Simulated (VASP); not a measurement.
# InSe (P3m1) in VASP: single point with r2SCAN

Aim: the single point of InSe with r2SCAN.

All numbers are computed with VASP 6.6.1; they aren't measurements. Logs are shortened: lines on timing, memory, paths and dates and some standing lists are left out, and cuts for length are marked.

**1. The cell of the first run**

It takes space group P3m1 (No. 156, trigonal). Conventional cell: a = 4.000 Å, b = 4.000 Å, c = 26.950 Å, α = 90.00°, β = 90.00°, γ = 120.00°. Within 3.5 Å of In (site symmetry 3m) lie 3 Se at 2.64 Å and 1 In at 2.80 Å. Within 3.5 Å of In (site symmetry 3m) lie 3 Se at 2.64 Å and 1 In at 2.80 Å. Within 3.5 Å of In (site symmetry 3m) lie 3 Se at 2.64 Å and 1 In at 2.80 Å. Within 3.5 Å of In (site symmetry 3m) lie 3 Se at 2.64 Å and 1 In at 2.80 Å. Within 3.5 Å of In (site symmetry 3m) lie 3 Se at 2.64 Å and 1 In at 2.80 Å. Within 3.5 Å of In (site symmetry 3m) lie 3 Se at 2.64 Å and 1 In at 2.80 Å. Se (site symmetry 3m) has 3 In at 2.64 Å within 3.5 Å. Se (site symmetry 3m) has 3 In at 2.64 Å within 3.5 Å.

**2. Single point, r2SCAN (the distance across one plane changed)**

File POSCAR:

```
InSe
1.0
   -1.9999996503     -3.4641010095      0.0000000000
    1.9999996503     -3.4641010095      0.0000000000
    0.0000000000      0.0000000000     26.9500100000
In Se
6 6
Direct
    0.0000000000      0.0000000000      0.7195691309
    0.3333333333      0.3333333333      0.1023767810
    0.6666666667      0.6666666667      0.4109729559
    1.0000000000      1.0000000000      0.8234426033
    0.3333333333      0.3333333333      0.2062502535
    0.6666666667      0.6666666667      0.5148464284
    1.0000000000      1.0000000000      0.3636034431
    0.3333333333      0.3333333333      0.6721996180
    0.6666666667      0.6666666667      0.0550072682
    1.0000000000      1.0000000000      0.5621850817
    0.3333333333      0.3333333333      0.8707812566
    0.6666666667      0.6666666667      0.2535889067
```

File INCAR.step1:

```
  ALGO = Normal
  EDIFF = 1E-4
  ENCUT = 520
  GGA = PE
  ISMEAR = 0
  LASPH = True
  LCHARG = False
  LREAL = False
  LWAVE = True
  NBANDS = 69
  NELM = 100
  PREC = Accurate
  SIGMA = 0.05
```

File INCAR.step2:

```
  ALGO = Normal
  EDIFF = 1E-7
  ENCUT = 520
  ISIF = 2
  ISMEAR = 0
  ISTART = 1
  LASPH = True
  LCHARG = False
  LMIXTAU = True
  LREAL = False
  LWAVE = False
  METAGGA = R2SCAN
  NBANDS = 69
  NELM = 100
  PREC = Accurate
  SIGMA = 0.05
```

File KPOINTS:

```
k-points
0
Gamma
  8 8 2
```

Potentials or basis: VASP PAW PBE potentials, release 64 (In_d, Se).

Run with:

```bash
$ cat potpaw_PBE.64/In_d/POTCAR potpaw_PBE.64/Se/POTCAR > POTCAR
$ cp INCAR.step1 INCAR
$ mpirun -np 1 vasp_std > vasp.out
$ cp INCAR.step2 INCAR
$ mpirun -np 1 vasp_std > vasp.out
```

OUTCAR:

```text
EDIFF = 1E-7
   ENCUT = 520
   ISIF = 2
   ISMEAR = 0
   ISTART = 1
   LASPH = True
   LREAL = False
   METAGGA = R2SCAN
   NELM = 100
   PREC = Accurate

 ion  position               nearest neighbor table
   1  0.000  0.000  0.720-   8 2.64   8 2.64   8 2.64   4 2.80
   2  0.333  0.333  0.102-   9 2.64   9 2.64   9 2.64   5 2.80
   3  0.667  0.667  0.411-   7 2.64   7 2.64   7 2.64   6 2.80
   4  0.000  0.000  0.823-  11 2.64  11 2.64  11 2.64   1 2.80
   5  0.333  0.333  0.206-  12 2.64  12 2.64  12 2.64   2 2.80
   6  0.667  0.667  0.515-  10 2.64  10 2.64  10 2.64   3 2.80
   7  0.000  0.000  0.364-   3 2.64   3 2.64   3 2.64
   8  0.333  0.333  0.672-   1 2.64   1 2.64   1 2.64
   9  0.667  0.667  0.055-   2 2.64   2 2.64   2 2.64
  10  0.000  0.000  0.562-   6 2.64   6 2.64   6 2.64
  11  0.333  0.333  0.871-   4 2.64   4 2.64   4 2.64
  12  0.667  0.667  0.254-   5 2.64   5 2.64   5 2.64

  LATTYP: Found a hexagonal cell.
 ALAT       =     3.9999993007
 C/A-ratio  =     6.7375036780

  Lattice vectors:

 A1 = (  -1.9999996503,   3.4641010095,   0.0000000000)
 A2 = (  -1.9999996503,  -3.4641010095,   0.0000000000)
 A3 = (   0.0000000000,   0.0000000000,  26.9500100000)

Analysis of symmetry for initial positions (statically):
=====================================================================
 Subroutine PRICEL returns:
 Original cell was already a primitive cell.

 Routine SETGRP: Setting up the symmetry group for a
 hexagonal supercell.

 Subroutine GETGRP returns: Found  6 space group operations
 (whereof  6 operations were pure point group operations)
 out of a pool of 24 trial point group operations.

The static configuration has the point symmetry C_3v.

Analysis of symmetry for dynamics (positions and initial velocities):
=====================================================================
 Subroutine PRICEL returns:
 Original cell was already a primitive cell.

 Routine SETGRP: Setting up the symmetry group for a
 hexagonal supercell.

 Subroutine GETGRP returns: Found  6 space group operations
 (whereof  6 operations were pure point group operations)
 out of a pool of 24 trial point group operations.

The dynamic configuration has the point symmetry C_3v.

 Subroutine INISYM returns: Found  6 space group operations
 (whereof  6 operations are pure point group operations),
 and found     1 'primitive' translations

----------------------------------------------------------------------------------------

                                     Primitive cell

  volume of cell :     373.4302

  direct lattice vectors                    reciprocal lattice vectors
    -1.999999650 -3.464101010  0.000000000    -0.250000044 -0.144337593  0.000000000
     1.999999650 -3.464101010  0.000000000     0.250000044 -0.144337593  0.000000000
     0.000000000  0.000000000 26.950010000     0.000000000  0.000000000  0.037105738

  length of vectors
     3.999999301  3.999999301 26.950010000     0.288675185  0.288675185  0.037105738

  position of ions in fractional coordinates (direct lattice)
     0.000000000  0.000000000  0.719569131
     0.333333333  0.333333333  0.102376781
     0.666666667  0.666666667  0.410972956
     0.000000000  0.000000000  0.823442603
     0.333333333  0.333333333  0.206250254
     0.666666667  0.666666667  0.514846428
     0.000000000  0.000000000  0.363603443
     0.333333333  0.333333333  0.672199618
     0.666666667  0.666666667  0.055007268
     0.000000000  0.000000000  0.562185082
     0.333333333  0.333333333  0.870781257
     0.666666667  0.666666667  0.253588907

  ion indices of the primitive-cell ions
   primitive index   ion index
                 1           1
                 2           2
                 3           3
                 4           4
                 5           5
                 6           6
                 7           7
                 8           8
                 9           9
                10          10
                11          11
                12          12

----------------------------------------------------------------------------------------

 KPOINTS: k-points

Automatic generation of k-mesh.
 Grid dimensions read from file:
 generate k-points for:    8    8    2

 Generating k-lattice:

  Cartesian coordinates                     Fractional coordinates (reciprocal lattice)
    -0.031250005 -0.018042199  0.000000000     0.125000000  0.000000000  0.000000000
     0.031250005 -0.018042199  0.000000000     0.000000000  0.125000000  0.000000000
     0.000000000  0.000000000  0.018552869     0.000000000  0.000000000  0.500000000

  Length of vectors
     0.036084398  0.036084398  0.018552869

  Shift w.r.t. Gamma in fractional coordinates (k-lattice)
     0.000000000  0.000000000  0.000000000

 Subroutine IBZKPT returns following result:
 ===========================================

 Found     20 irreducible k-points:

 Following reciprocal coordinates:
            Coordinates               Weight
  0.000000  0.000000  0.000000      1.000000
  0.125000 -0.000000  0.000000      6.000000
  0.250000 -0.000000  0.000000      6.000000
  0.375000  0.000000  0.000000      6.000000
  0.500000 -0.000000  0.000000      3.000000
  0.250000  0.125000  0.000000      6.000000
[... 12 lines left out ...]
  0.500000  0.250000  0.500000      6.000000
 -0.375000  0.250000  0.500000      6.000000
   k-points           NKPTS =     20   k-points in BZ     NKDIM =     20   number of bands    NBANDS=     69
   number of dos      NEDOS =    301   number of ions     NIONS =     12
   total plane-waves  NPLWV = 180000
   dimension x,y,z NGX =    30 NGY =   30 NGZ =  200
   dimension x,y,z NGXF=    60 NGYF=   60 NGZF=  400
   ions per type =               6   6
   NGX,Y,Z   is equivalent  to a cutoff of  12.47, 12.47, 12.34 a.u.
   NGXF,Y,Z  is equivalent  to a cutoff of  24.94, 24.94, 24.67 a.u.
 SYSTEM =  unknown system
   PREC   = accura    normal or accurate (medium, high low for compatibility)
   ISTART =      1    job   : 0-new  1-cont  2-samecut
   ICHARG =      0    charge: 1-file 2-atom 10-const
   ISPIN  =      1    spin polarized calculation?
   LNONCOLLINEAR =      F non collinear calculations
   LSORBIT =      F    spin-orbit coupling
   LASPH  =      T    aspherical Exc in radial PAW
   ENCUT  =  520.0 eV  38.22 Ry    6.18 a.u.   7.44  7.44 50.11*2*pi/ulx,y,z
   NELM   =    100;   NELMIN=  2; NELMDL=  0     # of ELM steps
   EDIFF  = 0.1E-06   stopping-criterion for ELM
   LREAL  =      F    real-space projection
   EDIFFG = 0.1E-05   stopping-criterion for IOM
   NSW    =      0    number of steps for IOM
   IBRION =     -1    ionic relax: 0-MD 1-quasi-New 2-CG
   NFREE  =      0    steps in history (QN), initial steepest desc. (CG)
   ISIF   =      2    stress and relaxation
   ISYM   =      2    0-nonsym 1-usesym 2-fastsym
   POTIM  = 0.5000    time-step for ionic-motion
   TEBEG  =    0.0;   TEEND  =   0.0 temperature during run
   PSTRESS=    0.0 pullay stress
   NELECT =     114.0000    total number of electrons
   NUPDOWN=      -1.0000    fix difference up-down
   EMIN   =  10.00;   EMAX   =-10.00  energy-range for DOS
   EFERMI =   0.00;   METHOD = LEGACY
   ISMEAR =     0;   SIGMA  =   0.05  broadening in eV -4-tet -1-fermi 0-gaus
   EFERMI_NEDOS =   21; number of points for ismear=-14 and -15
   IALGO  =     38    algorithm
   IMIX   =      4    mixing-type and parameters
     AMIX     =   0.40;   BMIX     =  1.00
     AMIX_MAG =   1.60;   BMIX_MAG =  1.00
  volume/ion in A,a.u.               =      31.12       210.00
  Fermi-wavevector in a.u.,A,eV,Ry     =   1.102317  2.083078 16.532488  1.215104
  Thomas-Fermi vector in A             =   2.238758
   LORBIT       =      0    0 simple, 1 ext, 2 COOP (PROOUT), +10 PAW based schemes
   METAGGA = R2SCAN    functional components
   LHFCALC =     F    Hartree Fock is set to
   AEXX    =    0.0000 exact exchange contribution
   IVDW    =     0    specifies the selected vdW correction
   LEPSILON=     F    determine dielectric tensor
   LRPA    =     F    only Hartree local field effects (RPA)
 non-spin polarized calculation
 Gauss-broadening in eV      SIGMA  =   0.05
  energy-cutoff  :      520.00
  volume of cell :      373.43
 maximum number of plane-waves:     10127
 NGX is ok and might be reduce to    30
   NGX = 15   NGY = 15   NGZ =101

 number of electron     113.9999975 magnetization

 Free energy of the ion-electron system (eV)
  ---------------------------------------------------
  ext. energy  EPLUGINS =         0.00000000
  ---------------------------------------------------
  free energy    TOTEN  =      -229.32360363 eV

  energy without entropy =     -229.32360363  energy(sigma->0) =     -229.32360363

 E-fermi :   3.3560     XC(G=0):  -8.9937

 val. band max:        3.0918049510   @ k =   0.0000   0.0000   0.5000
 cond. band min:       4.2716029217   @ k =   0.0000   0.0000   0.5000
 fundamental gap:      1.1797979708
 Fermi energy:         3.3559856035

 k-point     1 :       0.0000    0.0000    0.0000
  band No.  band energies     occupation
      1     -11.9994      2.00000
      2     -11.9901      2.00000
      3     -11.9846      2.00000
      4     -11.8178      2.00000
      5     -11.8178      2.00000
      6     -11.8093      2.00000
[... 61 lines left out ...]
     68       8.0241      0.00000
     69       8.0241      0.00000

 k-point     2 :       0.1250   -0.0000    0.0000
  band No.  band energies     occupation
      1     -12.0056      2.00000
      2     -11.9959      2.00000
      3     -11.9905      2.00000
      4     -11.8756      2.00000
      5     -11.8650      2.00000
      6     -11.8597      2.00000
[... 1285 lines left out ...]
     68       8.2586      0.00000
     69       8.3401      0.00000

 k-point    20 :      -0.3750    0.2500    0.5000
  band No.  band energies     occupation
      1     -12.1758      2.00000
      2     -12.1646      2.00000
      3     -12.1598      2.00000
      4     -12.0812      2.00000
      5     -12.0685      2.00000
      6     -12.0633      2.00000
[... 61 lines left out ...]
     68       8.0492      0.00000
     69       8.1632      0.00000

------------------------ aborting loop because EDIFF is reached ----------------------------------------

  FORCE on cell =-STRESS in cart. coord.  units (eV):
  Direction    XX          YY          ZZ          XY          YZ          ZX
  --------------------------------------------------------------------------------------
  -------------------------------------------------------------------------------------
  Total        2.8247482      2.8247482      1.2789172      0.0000000     -0.0000000      0.0000000
  in kB       12.1193947     12.1193947      5.4871095      0.0000000     -0.0000000      0.0000000
  external PRESSURE =       9.9086330 kB  Pullay stress =       0.0000000 kB

 VOLUME and BASIS-vectors are now :
 -----------------------------------------------------------------------------
  energy-cutoff  :      520.00
  volume of cell :      373.43
      direct lattice vectors                 reciprocal lattice vectors
    -1.999999650 -3.464101010  0.000000000    -0.250000044 -0.144337593  0.000000000
     1.999999650 -3.464101010  0.000000000     0.250000044 -0.144337593  0.000000000
     0.000000000  0.000000000 26.950010000     0.000000000  0.000000000  0.037105738

 POSITION                                       TOTAL-FORCE (eV/Angst)
 -----------------------------------------------------------------------------------
      0.00000      0.00000     19.39240         0.000000      0.000000      0.104795
      0.00000     -2.30940      2.75906        -0.000000      0.000000      0.066110
      0.00000     -4.61880     11.07573         0.000000     -0.000000      0.099440
      0.00000      0.00000     22.19179         0.000000      0.000000     -0.071492
      0.00000     -2.30940      5.55845         0.000000     -0.000000     -0.103121
      0.00000     -4.61880     13.87512         0.000000     -0.000000     -0.094274
      0.00000      0.00000      9.79912         0.000000     -0.000000      0.058315
      0.00000     -2.30940     18.11579         0.000000     -0.000000      0.056964
      0.00000     -4.61880      1.48245         0.000000     -0.000000     -0.071615
      0.00000      0.00000     15.15089         0.000000     -0.000000     -0.062073
      0.00000     -2.30940     23.46756         0.000000     -0.000000      0.077342
      0.00000     -4.61880      6.83422         0.000000     -0.000000     -0.060391
 -----------------------------------------------------------------------------------
    total drift:                               -0.000000      0.000016     -0.000649

  FREE ENERGIE OF THE ION-ELECTRON SYSTEM (eV)
  ---------------------------------------------------
  free  energy   TOTEN  =      -229.3236036302 eV

  energy  without entropy=     -229.3236036302  energy(sigma->0) =     -229.32360363
```

It took 67 min on 1 thread of Oxide Virtual Turin-like, shared host; peak memory 0.67 GiB.

Results:

- Free energy: -229.3236 eV
- Pressure: 1.0 GPa
- Largest force: 0.105 eV/Å
- Band gap on the k mesh: 1.18 eV

Forces on the atoms (eV/Å):
```
In   0.000  0.000  0.105
In   0.000  0.000  0.066
In   0.000  0.000  0.099
In   0.000  0.000 -0.071
In   0.000  0.000 -0.103
In   0.000  0.000 -0.094
Se   0.000  0.000  0.058
Se   0.000  0.000  0.057
Se   0.000  0.000 -0.072
Se   0.000  0.000 -0.062
Se   0.000  0.000  0.077
Se   0.000  0.000 -0.060
```

Caveat: the cell differs from its parent crystal (the distance across one plane changed); the PAW data sets were made with another functional, which shifts forces and pressure a little; spin-orbit coupling is left out, which moves the levels of the heavy elements. A k mesh can miss the band edges.
